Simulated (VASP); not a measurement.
A run of VASP 6.6.1:

INCAR

```
SYSTEM = NaPt
  ALGO = Normal
  EDIFF = 1E-6
  ENCUT = 520
  GGA = PS
  ISIF = 2
  ISMEAR = -1
  LASPH = .TRUE.
  LCHARG = .TRUE.
  LELF = .TRUE.
  LREAL = .FALSE.
  LVHAR = .TRUE.
  LWAVE = .FALSE.
  NBANDS = 16
  NELM = 100
  PREC = Accurate
  SIGMA = 0.05
```

File KPOINTS:

```
k-points
0
G
  8 8 4
  0 0 0
```

POSCAR

```
NaPt
1.0
    2.7937445510      0.0000000000      0.0000000000
   -1.3968722755      2.4194537528      0.0000000000
    0.0000000000      0.0000000000      4.8688484572
Na Pt
1 1
Direct
    0.6666666667      0.3333333333      0.5000000000
    0.3333333333      0.6666666667      0.0000000000
```

Potentials or basis: VASP PAW PBE potentials, release 64 (Na_pv, Pt).

The run is started by

```bash
$ cat potpaw_PBE.64/Na_pv/POTCAR potpaw_PBE.64/Pt/POTCAR > POTCAR
$ mpirun -np 1 vasp_std > vasp.out
```

Hardware: 1 thread of Intel(R) Xeon(R) 6975P-C (Granite Rapids) (shared host).

**Question.** Estimate the wall time of this run.

**Answer.** Wall time 6.5 s on 1 thread of Intel(R) Xeon(R) 6975P-C (Granite Rapids) (shared host), peak memory 0.15 GiB. Counts: scf iterations 13, k points 30.
